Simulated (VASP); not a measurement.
Set up this calculation in VASP 6.6.1, as the native input.

```yaml
Task: single point
Functional: PBE
Potentials_or_basis: VASP PAW PBE potentials, release 64 (As, Se)
Cutoff: 500 eV
k_mesh: 4 × 4 × 4
Occupations: gaussian, width 0.2 eV
Spin: no spin polarisation
Dipole_correction: no
Further_INCAR_settings: ALGO = Normal; EDIFF = 1e-06; NBANDS = 18
```

The structure of As3Se lies in POSCAR:

```
As3Se
1.0
    4.2934836390      0.0000000000      0.0000000000
    0.0000000000      4.2934836390      0.0000000000
    0.0000000000      0.0000000000      4.2934836390
As Se
3 1
Direct
    0.5000000000      0.0000000000      0.0000000000
    0.0000000000      0.5000000000      0.0000000000
    0.0000000000      0.0000000000      0.5000000000
    0.5000000000      0.5000000000      0.5000000000
```

These files were run (other wordings do the same):

INCAR

```
SYSTEM = As3Se
PREC = Accurate
ENCUT = 500
EDIFF = 1E-6
ISMEAR = 0
SIGMA = 0.2
LREAL = .FALSE.
LASPH = .TRUE.
NELM = 120
ALGO = Normal
ISIF = 2
LWAVE = .FALSE.
LCHARG = .FALSE.
GGA = PE
NBANDS = 18
GGA_COMPAT = .FALSE.
```

KPOINTS

```
Automatic mesh
0
G
  4 4 4
  0 0 0
```

Potentials or basis: VASP PAW PBE potentials, release 64 (As, Se).

Command:

```bash
$ cat potpaw_PBE.64/As/POTCAR potpaw_PBE.64/Se/POTCAR > POTCAR
$ mpirun -np 1 vasp_std > vasp.out
```

It gave:

```
Pressure : -0.4 GPa
```

Caveat: the k points lie up to 0.37 Å⁻¹ apart.

It took 5.9 s on 1 thread of Intel(R) Xeon(R) 6975P-C (Granite Rapids), on a shared host, peak memory 0.17 GiB.
